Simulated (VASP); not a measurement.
# Al4Ni (P-6m2) in VASP: a series of runs, part 2 of 2

VASP 6.6.1. Earlier steps stand in the parts before.

### 3 Single point, PBE, collinear spin, ferromagnetic start

This run uses another cell than the first one, of 14.94 Å³/atom.

The input, INCAR:

```
SYSTEM = Al4Ni
ALGO = Fast
EDIFF = 1E-6
ENCUT = 520
GGA = PE
ISIF = 2
ISMEAR = 0
ISPIN = 2
LASPH = .True.
LCHARG = .True.
LELF = .True.
LMAXMIX = 4
LORBIT = 11
LREAL = .False.
LVHAR = .True.
LWAVE = .False.
MAGMOM = 0 0 0 0 0 0 0 0 2 2
NBANDS = 37
NELM = 150
PREC = Accurate
SIGMA = 0.1
```

The input, KPOINTS:

```
k-points
0
Gamma
  6 6 1
  0 0 0
```

The input, POSCAR:

```
Al4Ni
1.0
    2.8168375185      0.0000000000      0.0000000000
   -1.4084187593      2.4394528494      0.0000000000
    0.0000000000      0.0000000000     21.7399728014
Al Ni
8 2
Direct
    0.3333333333      0.6666666667      0.6720426137
    0.3333333333      0.6666666667      0.8910806174
    0.3333333333      0.6666666667      0.1089193826
    0.3333333333      0.6666666667      0.3279573863
    0.3333333333      0.6666666667      0.5000000000
    0.6666666667      0.3333333333      0.7796485097
    0.6666666667      0.3333333333      0.0000000000
    0.6666666667      0.3333333333      0.2203514903
    0.6666666667      0.3333333333      0.4132637157
    0.6666666667      0.3333333333      0.5867362843
```

Potentials or basis: VASP PAW PBE potentials, release 64 (Al, Ni).

Run with:

```console
$ cat potpaw_PBE.64/Al/POTCAR potpaw_PBE.64/Ni/POTCAR > POTCAR
$ mpirun -np 1 vasp_std > vasp.out
```

Run time: 3.1 min. Hardware: 1 thread of Intel Xeon Platinum 8488C (Sapphire Rapids), shared host; peak memory 0.37 GiB.

Results (log left out):

- Free energy: -42.7425 eV
- Pressure: 0.3 GPa
- Largest force: 0.018 eV/Å
- Band gap on the k mesh: zero (filled and empty bands overlap)
- Net moment: 0.00 μB per cell
- Valence electrons inside the program's atomic spheres: Al 0.79, 0.77, 0.80 (each value once); Ni 9.34

Forces on the atoms (eV/Å):
```
Al   0.000  0.000  0.018
Al   0.000  0.000 -0.007
Al   0.000  0.000  0.007
Al   0.000  0.000 -0.018
Al   0.000  0.000  0.000
Al   0.000  0.000  0.001
Al   0.000  0.000  0.000
Al   0.000  0.000 -0.001
Ni   0.000  0.000  0.002
Ni   0.000  0.000 -0.002
```

Stress tensor (GPa, compression positive):
```
0.21 0.00 0.00
0.00 0.21 0.00
0.00 0.00 0.39
```

Levels at points of the mesh, in eV from the Fermi level:
Spin up:
```tsv
k point	band 19	band 20	band 21	band 22	band 23	band 24	band 25	band 26
(0.00, 0.00, 0.00)	-1.47	-1.42	-1.42	-0.21	1.29	4.06	4.93	8.18
(0.50, 0.00, 0.00)	-1.70	-1.08	-0.62	-0.62	-0.55	-0.51	0.46	0.61
```
Spin down:
| k point | band 20 | band 21 | band 22 | band 23 | band 24 | band 25 |
| --- | --- | --- | --- | --- | --- | --- |
| (0.00, 0.00, 0.00) | -1.42 | -1.42 | -0.21 | 1.29 | 4.05 | 4.92 |
| (0.50, 0.00, 0.00) | -1.08 | -0.62 | -0.62 | -0.55 | -0.51 | 0.46 |

Caveat: the k points lie up to 0.43 Å⁻¹ apart, too coarse for converged energies and pressures of a metal; the moments typed at the start vanished in this run.

### 4 Single point, PBE

This run uses another cell than the first one, of 14.97 Å³/atom.

The input, INCAR:

```
SYSTEM = Al4Ni
PREC = Accurate
ENCUT = 520
EDIFF = 1E-6
ISMEAR = 0
SIGMA = 0.1
LREAL = .FALSE.
LASPH = .TRUE.
NELM = 80
ALGO = Fast
ISIF = 2
LWAVE = .FALSE.
LCHARG = .FALSE.
GGA = PE
NBANDS = 33
```

The input, KPOINTS:

```
regular mesh
0
G
  18 18 2
  0 0 0
```

The input, POSCAR:

```
Al4Ni
1.0
    2.8202735880      0.0000000000      0.0000000000
   -1.4101367940      2.4424285728      0.0000000000
    0.0000000000      0.0000000000     21.7379716495
Al Ni
8 2
Direct
    0.3333333333      0.6666666667      0.6718154540
    0.3333333333      0.6666666667      0.8901180496
    0.3333333333      0.6666666667      0.1098819504
    0.3333333333      0.6666666667      0.3281845460
    0.3333333333      0.6666666667      0.5000000000
    0.6666666667      0.3333333333      0.7798315088
    0.6666666667      0.3333333333      0.0000000000
    0.6666666667      0.3333333333      0.2201684912
    0.6666666667      0.3333333333      0.4132897359
    0.6666666667      0.3333333333      0.5867102641
```

Run with:

```console
$ cat potpaw_PBE.64/Al/POTCAR potpaw_PBE.64/Ni/POTCAR > POTCAR
$ mpirun -np 1 vasp_std > vasp.out
```

It took 8.2 min on 1 thread of Intel Xeon Platinum 8488C (Sapphire Rapids), shared host; peak memory 0.48 GiB.

It converged, with:

- Free energy: -42.5218 eV
- Pressure: 0.1 GPa
- Band gap on the k mesh: zero (bands 22 and 23 overlap by 2.60 eV)

Forces on the atoms (eV/Å):
```
Al   0.000  0.000  0.002
Al   0.000  0.000  0.000
Al   0.000  0.000  0.000
Al   0.000  0.000 -0.002
Al   0.000  0.000  0.000
Al   0.000  0.000 -0.001
Al   0.000  0.000  0.000
Al   0.000  0.000  0.001
Ni   0.000  0.000 -0.001
Ni   0.000  0.000  0.001
```

Stress tensor (GPa, compression positive):
```
0.10 0.00 0.00
0.00 0.10 0.00
0.00 0.00 0.00
```

Levels at points of the mesh, in eV from the Fermi level:
| k point | band 18 | band 19 | band 20 | band 21 | band 22 | band 23 | band 24 | band 25 | band 26 | band 27 |
| --- | --- | --- | --- | --- | --- | --- | --- | --- | --- | --- |
| (0.00, 0.00, 0.00) | -1.53 | -1.53 | -1.48 | -1.48 | -0.28 | 1.21 | 3.97 | 4.86 | 8.11 | 8.58 |
| (0.50, 0.00, 0.00) | -1.78 | -1.76 | -1.18 | -0.68 | -0.68 | -0.63 | -0.59 | 0.37 | 0.53 | 1.28 |
| (0.00, 0.00, 0.50) | -1.53 | -1.53 | -1.48 | -1.48 | -0.70 | 1.77 | 3.11 | 6.26 | 6.46 | 10.01 |
| (0.50, 0.00, 0.50) | -1.76 | -1.51 | -1.43 | -0.89 | -0.68 | -0.68 | -0.13 | 0.12 | 0.45 | 1.47 |

Spin polarisation is off, so any magnetic state and its effect on volume and gap are missing.

### 5 Relaxation of cell and atoms, PBE, collinear spin, ferromagnetic start

The input, INCAR:

```
PREC = Accurate
ENCUT = 600
EDIFF = 1E-6
ISMEAR = 0
SIGMA = 0.1
LREAL = False
LASPH = True
NELM = 150
ALGO = Normal
ISIF = 3
LWAVE = False
LCHARG = False
ISPIN = 2
MAGMOM = 0 0 0 0 0 0 0 0 2 2
LORBIT = 11
LMAXMIX = 4
GGA = PE
IBRION = 2
NSW = 90
EDIFFG = -0.04
```

The input, KPOINTS:

```
regular mesh
0
Gamma
  6 6 1
```

The input, POSCAR:

```
Al4Ni
1.0
    2.7532549200      0.0000000000      0.0000000000
   -1.3766274600      2.3843887100      0.0000000000
    0.0000000000      0.0000000000     22.0963769800
Al Ni
8 2
Direct
    0.3333333300      0.6666666700      0.7000000000
    0.3333333300      0.6666666700      0.9000000000
    0.3333333300      0.6666666700      0.1000000000
    0.3333333300      0.6666666700      0.3000000000
    0.3333333300      0.6666666700      0.5000000000
    0.6666666700      0.3333333300      0.8000000000
    0.6666666700      0.3333333300      0.0000000000
    0.6666666700      0.3333333300      0.2000000000
    0.6666666700      0.3333333300      0.4000000000
    0.6666666700      0.3333333300      0.6000000000
```

Run with:

```console
$ cat potpaw_PBE.64/Al/POTCAR potpaw_PBE.64/Ni/POTCAR > POTCAR
$ mpirun -np 1 vasp_std > vasp.out
```

It took 22 min on 1 thread of Intel Xeon Platinum 8488C (Sapphire Rapids), shared host; peak memory 0.41 GiB.

It converged, with:

```yaml
Free_energy: -42.7414 eV
Relaxed_volume: 14.92 Å³/atom
Relaxed_cell: a = 2.815 Å, b = 2.815 Å, c = 21.731 Å, α = 90.00°, β = 90.00°, γ = 120.00°
Space_group_after_relaxing_to_0.1_Å: P-6m2 (No. 187)
Energy_gained_by_relaxing: 139.7 meV/atom
Ionic_steps: 18
Pressure_after_relaxing: 0.2 GPa
Largest_force_after_relaxing: 0.030 eV/Å
Band_gap_on_the_k_mesh: zero (filled and empty bands overlap)
Net_moment: 0.00 μB per cell
Valence_electrons_inside_the_program's_atomic_spheres: Al 0.79, 0.77, 0.80 (each value once); Ni 9.34
```

Forces on the atoms (eV/Å):
```
Al   0.000  0.000 -0.030
Al   0.000  0.000 -0.017
Al   0.000  0.000  0.017
Al   0.000  0.000  0.030
Al   0.000  0.000  0.000
Al   0.000  0.000  0.013
Al   0.000  0.000  0.000
Al   0.000  0.000 -0.013
Ni   0.000  0.000  0.019
Ni   0.000  0.000 -0.019
```

Step by step:
```tsv
step	energy change (eV)	largest force (eV/Å)	pressure (GPa)	volume (Å³)
1	0.0000	1.7861	2.71	145.06
2	-0.3590	1.3265	-1.29	150.24
3	-0.4752	0.8982	-4.08	155.37
4	-0.7304	0.8490	-1.01	150.50
5	-0.7721	0.9508	1.44	147.36
6	-1.0096	0.8170	1.90	146.52
7	-1.1849	0.7722	3.36	145.08
8	-1.3009	0.2563	-3.25	154.24
9	-1.3273	0.3253	-1.43	151.34
10	-1.3671	0.2348	-0.21	149.37
11	-1.3690	0.2110	0.11	148.85
12	-1.3834	0.1060	0.34	148.64
13	-1.3899	0.1232	0.56	148.39
14	-1.3919	0.0778	-0.57	150.28
15	-1.3931	0.0949	-0.21	149.54
16	-1.3955	0.0528	-0.12	149.42
17	-1.3962	0.0887	-0.02	149.30
18	-1.3972	0.0295	0.16	149.17
```

Final structure:
```
Al Ni
1.0
     2.81534    0.00000    0.00000
    -1.40767    2.43815    0.00000
     0.00000    0.00000   21.73093
Al Ni
8 2
Cartesian
  0.0000 1.6254 14.6174
  0.0000 1.6254 19.3700
  0.0000 1.6254 2.3609
  0.0000 1.6254 7.1135
  0.0000 1.6254 10.8655
  1.4077 0.8127 16.9508
  1.4077 0.8127 0.0000
  1.4077 0.8127 4.7801
  1.4077 0.8127 8.9726
  1.4077 0.8127 12.7584
```

Levels at points of the mesh, in eV from the Fermi level:
Spin up:
| k point | band 19 | band 20 | band 21 | band 22 | band 23 | band 24 | band 25 | band 26 |
| --- | --- | --- | --- | --- | --- | --- | --- | --- |
| (0.00, 0.00, 0.00) | -1.46 | -1.41 | -1.41 | -0.22 | 1.29 | 4.06 | 4.91 | 8.16 |
| (0.50, 0.00, 0.00) | -1.69 | -1.09 | -0.61 | -0.61 | -0.56 | -0.52 | 0.45 | 0.62 |
Spin down:
```csv
k point,band 18,band 19,band 20,band 21,band 22,band 23,band 24,band 25,band 26,band 27
"(0.00, 0.00, 0.00)",-1.46,-1.46,-1.41,-1.41,-0.22,1.29,4.06,4.91,8.16,8.67
"(0.50, 0.00, 0.00)",-1.71,-1.69,-1.09,-0.61,-0.61,-0.56,-0.52,0.45,0.62,1.37
```

Caveat: the k points lie up to 0.43 Å⁻¹ apart in the final cell, too coarse for converged energies and pressures of a metal; the moments typed at the start vanished in this run.
